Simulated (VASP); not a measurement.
# Re (P6/mmm) in VASP: a series of runs

The runs below take Re through single point, with PBEsol.

Program: VASP 6.6.1. These are calculated values, not measurements. Logs are shortened: lines on timing, memory, paths and dates and some standing lists are left out, and cuts for length are marked.

**1. The cell of the first run**

It takes space group P6/mmm (No. 191, hexagonal). The conventional cell has a = 2.589 Å, b = 2.589 Å, c = 2.326 Å, α = 90.00°, β = 90.00°, γ = 120.00°. Within 3.1 Å of Re (site symmetry 6/mmm) lie 8 Re at 2.33 to 2.59 Å.

This isn't the form of Re at room conditions, which is hcp.

**2. Single point, PBEsol**

The input, INCAR:

```
SYSTEM = Re
PREC = Accurate
ENCUT = 560
EDIFF = 1E-6
ISMEAR = -1
SIGMA = 0.1
LREAL = .FALSE.
LASPH = .TRUE.
NELM = 120
ALGO = Normal
ISIF = 2
LWAVE = .FALSE.
LCHARG = .FALSE.
GGA = PS
NBANDS = 14
GGA_COMPAT = .FALSE.
```

The input, KPOINTS:

```
regular mesh
0
G
  17 17 16
  0 0 0
```

The input, POSCAR:

```
Re
1.0
    2.5892804081      0.0000000000      0.0000000000
   -1.2946402041      2.2423826110      0.0000000000
    0.0000000000      0.0000000000      2.3264854342
Re
1
Direct
    0.0000000000      0.0000000000      0.0000000000
```

Potentials or basis: VASP PAW PBE potentials, release 64 (Re_sv_GW).

Command:

```
cat potpaw_PBE.64/Re_sv_GW/POTCAR > POTCAR
mpirun -np 1 vasp_std > vasp.out
```

OUTCAR:

```text
SYSTEM = Re
   PREC = Accurate
   ENCUT = 560
   EDIFF = 1E-6
   ISMEAR = -1
   LREAL = .FALSE.
   LASPH = .TRUE.
   NELM = 120
   ISIF = 2
   GGA = PS

 ion  position               nearest neighbor table
   1  0.000  0.000  0.000-

  LATTYP: Found a hexagonal cell.
 ALAT       =     2.5892804081
 C/A-ratio  =     0.8985065607

  Lattice vectors:

 A1 = (   2.5892804081,   0.0000000000,   0.0000000000)
 A2 = (  -1.2946402041,   2.2423826110,   0.0000000000)
 A3 = (   0.0000000000,   0.0000000000,   2.3264854342)

Analysis of symmetry for initial positions (statically):
=====================================================================
 Subroutine PRICEL returns:
 Original cell was already a primitive cell.

 Routine SETGRP: Setting up the symmetry group for a
 hexagonal supercell.

 Subroutine GETGRP returns: Found 24 space group operations
 (whereof 24 operations were pure point group operations)
 out of a pool of 24 trial point group operations.

The static configuration has the point symmetry D_6h.

Analysis of symmetry for dynamics (positions and initial velocities):
=====================================================================
 Subroutine PRICEL returns:
 Original cell was already a primitive cell.

 Routine SETGRP: Setting up the symmetry group for a
 hexagonal supercell.

 Subroutine GETGRP returns: Found 24 space group operations
 (whereof 24 operations were pure point group operations)
 out of a pool of 24 trial point group operations.

The dynamic configuration has the point symmetry D_6h.

 Subroutine INISYM returns: Found 24 space group operations
 (whereof 24 operations are pure point group operations),
 and found     1 'primitive' translations

----------------------------------------------------------------------------------------

                                     Primitive cell

  volume of cell :      13.5079

  direct lattice vectors                    reciprocal lattice vectors
     2.589280408  0.000000000  0.000000000     0.386207688  0.222977113  0.000000000
    -1.294640204  2.242382611  0.000000000     0.000000000  0.445954225  0.000000000
     0.000000000  0.000000000  2.326485434     0.000000000  0.000000000  0.429832908

  length of vectors
     2.589280408  2.589280408  2.326485434     0.445954225  0.445954225  0.429832908

  position of ions in fractional coordinates (direct lattice)
     0.000000000  0.000000000  0.000000000

  ion indices of the primitive-cell ions
   primitive index   ion index
                 1           1

[... 83 lines left out ...]
   NUPDOWN=      -1.0000    fix difference up-down
   EMIN   =  10.00;   EMAX   =-10.00  energy-range for DOS
   EFERMI =   0.00;   METHOD = LEGACY
   ISMEAR =    -1;   SIGMA  =   0.10  broadening in eV -4-tet -1-fermi 0-gaus
   EFERMI_NEDOS =   21; number of points for ismear=-14 and -15
   IALGO  =     38    algorithm
   IMIX   =      4    mixing-type and parameters
     AMIX     =   0.40;   BMIX     =  1.00
     AMIX_MAG =   1.60;   BMIX_MAG =  1.00
  volume/ion in A,a.u.               =      13.51        91.16
  Fermi-wavevector in a.u.,A,eV,Ry     =   1.695283  3.203620 39.102932  2.873984
  Thomas-Fermi vector in A             =   2.776355
   LORBIT       =      0    0 simple, 1 ext, 2 COOP (PROOUT), +10 PAW based schemes
   GGA     = PS    functional components
   LHFCALC =     F    Hartree Fock is set to
   AEXX    =    0.0000 exact exchange contribution
   IVDW    =     0    specifies the selected vdW correction
   LEPSILON=     F    determine dielectric tensor
   LRPA    =     F    only Hartree local field effects (RPA)
 non-spin polarized calculation
  energy-cutoff  :      560.00
  volume of cell :       13.51
 maximum number of plane-waves:       421
 NGX is ok and might be reduce to    20

 number of electron      14.9999998 magnetization

 Free energy of the ion-electron system (eV)
  ---------------------------------------------------
  ext. energy  EPLUGINS =         0.00000000
  ---------------------------------------------------
  free energy    TOTEN  =       -13.53323197 eV

  energy without entropy =      -13.50285637  energy(sigma->0) =      -13.51804417

 E-fermi :  14.9357     XC(G=0): -14.7764

 val. band max:       14.9256160804   @ k =   0.2941   0.0588   0.3125
 cond. band min:      14.9426197068   @ k =   0.2941  -0.0000   0.5000
 fundamental gap:      0.0170036264
 Fermi energy:        14.9357150065

 k-point     1 :       0.0000    0.0000    0.0000
  band No.  band energies     occupation
      1     -65.4388      2.00000
      2     -26.4169      2.00000
      3     -26.4169      2.00000
      4     -26.0003      2.00000
      5       4.0266      2.00000
      6       7.9223      2.00000
      7      12.4784      2.00000
      8      12.4784      2.00000
      9      20.1315      0.00000
     10      20.1315      0.00000
     11      27.6044      0.00000
     12      32.8351      0.00000
     13      36.7598      0.00000
     14      36.7598      0.00000
[... 377 lines left out ...]
      1     -65.3211      2.00000
      2     -27.5136      2.00000
      3     -26.8059      2.00000
      4     -25.8768      2.00000
      5       7.3355      2.00000
      6       9.6389      2.00000
      7      10.1068      2.00000
      8      17.0587      0.00000
      9      17.1860      0.00000
     10      19.1397      0.00000
     11      28.4402      0.00000
     12      30.4337      0.00000
     13      37.3004      0.00000
     14      37.3386      0.00000

 [... further k-points ...]

------------------------ aborting loop because EDIFF is reached ----------------------------------------

  FORCE on cell =-STRESS in cart. coord.  units (eV):
  Direction    XX          YY          ZZ          XY          YZ          ZX
  --------------------------------------------------------------------------------------
  -------------------------------------------------------------------------------------
  Total        5.6763698      5.6763698      5.7374298     -0.0000000      0.0000000     -0.0000000
  in kB      673.2744373    673.2744373    680.5167663     -0.0000000      0.0000000     -0.0000000
  external PRESSURE =     675.6885470 kB  Pullay stress =       0.0000000 kB

 VOLUME and BASIS-vectors are now :
 -----------------------------------------------------------------------------
  energy-cutoff  :      560.00
  volume of cell :       13.51
      direct lattice vectors                 reciprocal lattice vectors
     2.589280408  0.000000000  0.000000000     0.386207688  0.222977113  0.000000000
    -1.294640204  2.242382611  0.000000000     0.000000000  0.445954225  0.000000000
     0.000000000  0.000000000  2.326485434     0.000000000  0.000000000  0.429832908

 POSITION                                       TOTAL-FORCE (eV/Angst)
 -----------------------------------------------------------------------------------
      0.00000      0.00000      0.00000        -0.000000      0.000000      0.000000
 -----------------------------------------------------------------------------------
    total drift:                               -0.000000      0.000000      0.000000

  FREE ENERGIE OF THE ION-ELECTRON SYSTEM (eV)
  ---------------------------------------------------
  free  energy   TOTEN  =       -13.5332319749 eV

  energy  without entropy=      -13.5028563732  energy(sigma->0) =      -13.51804417
```

Wall time 50 s (1 thread of Intel Xeon 6975P-C (Granite Rapids), shared host); peak memory 0.18 GiB.

Results:

- Free energy: -13.5332 eV
- Pressure: 67.6 GPa
- Band gap on the k mesh: zero (an odd number of electrons rules out a gap without spin polarisation)

Stress tensor (GPa, compression positive):
```
67.33  0.00  0.00
 0.00 67.33  0.00
 0.00  0.00 68.05
```

Caveat: the cell stands under pressure; the PAW data sets were made with another functional, which shifts forces and pressure a little; spin-orbit coupling is left out, which moves the levels of the heavy elements.

**3. Single point, PBEsol**

This run uses another cell than the first one: it holds 3 atoms, not 1.

The input, INCAR:

```
ALGO = Normal
EDIFF = 1E-6
ENCUT = 560
GGA = PS
GGA_COMPAT = F
ISIF = 2
ISMEAR = -1
LASPH = T
LCHARG = T
LELF = T
LREAL = F
LVHAR = T
LWAVE = F
NBANDS = 30
NELM = 120
PREC = Accurate
SIGMA = 0.1
```

The input, KPOINTS:

```
k-points
0
Gamma
  9 9 12
```

The input, POSCAR:

```
Re
1.0
    4.1576734972      0.0000000000      0.0000000000
   -2.0788367486      3.6006508692      0.0000000000
    0.0000000000      0.0000000000      2.5782680631
Re
3
Direct
    0.0000000000      0.0000000000      0.0000000000
    0.3333333333      0.6666666667      0.5000000000
    0.6666666667      0.3333333333      0.5000000000
```

Potentials or basis: VASP PAW PBE potentials, release 64 (Re_sv_GW).

Command:

```
cat potpaw_PBE.64/Re_sv_GW/POTCAR > POTCAR
mpirun -np 1 vasp_std > vasp.out
```

Wall time 51 s (1 thread of Intel Xeon 6975P-C (Granite Rapids), shared host); peak memory 0.22 GiB.

Results (log left out):

```
Free energy            : -43.4929 eV
Pressure               : 67.7 GPa
Band gap on the k mesh : zero (an odd number of electrons rules out a gap without spin polarisation)
```

Stress tensor (GPa, compression positive):
```
67.72  0.00  0.00
 0.00 67.72  0.00
 0.00  0.00 67.59
```

Levels at points of the mesh, in eV from the Fermi level:
```tsv
k point	band 19	band 20	band 21	band 22	band 23	band 24	band 25	band 26
(0.00, 0.00, 0.00)	-3.28	-2.50	-1.12	-1.12	0.00	0.00	0.07	0.07
(0.00, 0.00, 0.50)	-1.40	-1.40	-0.82	-0.82	3.44	3.44	4.66	4.66
```

Caveat: the cell stands under pressure; the PAW data sets were made with another functional, which shifts forces and pressure a little; spin-orbit coupling is left out, which moves the levels of the heavy elements.

The gap in the log of VASP goes by the Fermi energy; the results here count the filled bands.